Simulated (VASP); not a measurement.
Runs of VASP 6.6.1 on W. The structure is that of space group Im-3m (No. 229), or close to it. The cells are those of the table. 

```tsv
task	cell	k mesh	cutoff (eV)	ions in elastic constants	gap on the mesh (eV)	pressure (GPa)	relaxed volume (Å³/atom)
single point	a = 2.757 Å, angles 109.5°, 1 atom	40 × 40 × 40	520	-	none	0.4	-
single point	a = 2.757 Å, angles 109.5°, 1 atom	32 × 32 × 32	520	-	none	0.5	-
relaxation of cell and atoms	relaxed from a = 2.754 Å, angles 109.5°, 1 atom	12 × 12 × 12	600	-	none	0.0	(a)
relaxation of cell and atoms	relaxed from a = 2.754 Å, angles 109.5°, 1 atom	16 × 16 × 16	600	-	none	0.0	16.16
single point	a = 2.757 Å, angles 109.5°, 1 atom	16 × 16 × 16	520	-	none	0.4	-
single point	a = 2.757 Å, angles 109.5°, 1 atom	12 × 12 × 12	520	-	none	0.5	-
single point	a = 2.757 Å, angles 109.5°, 1 atom	24 × 24 × 24	520	-	none	0.5	-
```

Alike in all rows: level PBE; potentials or basis VASP PAW PBE potentials, release 64 (W_sv); no spin polarisation; smearing gaussian 0.3 eV.

**Question.** Fill in the values left out.

**Answer.** (a) 16.17.

Caveats: spin-orbit coupling is left out, which moves the levels of the heavy elements.

A k mesh can miss the band edges, and the runs leave out spin-orbit coupling on W.

A gap of «none» marks levels without a gap at the run's occupations.
